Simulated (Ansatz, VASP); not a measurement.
**One calculation of Tl, two programs**

File INCAR:

```
SYSTEM = Tl
  ALGO = Normal
  EDIFF = 1E-6
  ENCUT = 520
  ISIF = 2
  ISMEAR = 0
  LASPH = .TRUE.
  LCHARG = .TRUE.
  LELF = .TRUE.
  LREAL = .FALSE.
  LVHAR = .TRUE.
  LWAVE = .FALSE.
  NBANDS = 12
  NELM = 100
  PREC = Accurate
  SIGMA = 0.1
```

KPOINTS

```
k-points
0
G
  14 14 14
  0 0 0
```

File POSCAR:

```
Tl
1.0
    0.0000000000      2.4662425794      2.4662425794
    2.4662425794      0.0000000000      2.4662425794
    2.4662425794      2.4662425794      0.0000000000
Tl
1
Direct
    0.0000000000      0.0000000000      0.0000000000
```

Input for Ansatz:

```yaml
crystal:
  lattice:
    - [0.0, 2.4662425794, 2.4662425794]
    - [2.4662425794, 0.0, 2.4662425794]
    - [2.4662425794, 2.4662425794, 0.0]
  atoms:
    - { symbol: Tl, position: [0.0, 0.0, 0.0] }
basis:
  ecutwfc: 420
kpoints:
  mp_grid: { grid: [14, 14, 14] }
hamiltonian:
  xc: lda
scf:
  occupations: { method: gaussian, width: 0.1 }
output:
  forces: true
  stress: true
  eigenvalues: true
```

Alike in both runs: task single point; functional LDA; k mesh 14 × 14 × 14; occupations gaussian, width 0.1 eV; no spin polarisation.

|  | VASP | Ansatz |
| --- | --- | --- |
| version | VASP 6.6.1 | Ansatz 0.2.0 |
| potentials or method | VASP PAW LDA potentials, release 64 (Tl_d), cutoff 520 eV | scalar-relativistic, plane waves, PAW |
| valence electrons in the cell | 13 | 13 |

```csv
,VASP,Ansatz,Ansatz less VASP
gap on the k mesh at the Fermi level (eV),none,none,-
pressure (GPa),-3.3,-3.4,-0.05
```

LDA's correlation is that of Perdew and Zunger in VASP and of Perdew and Wang (1992) in Ansatz. A gap of «none» marks a metal or a gap that the smearing closes.

Spin-orbit coupling is off throughout.
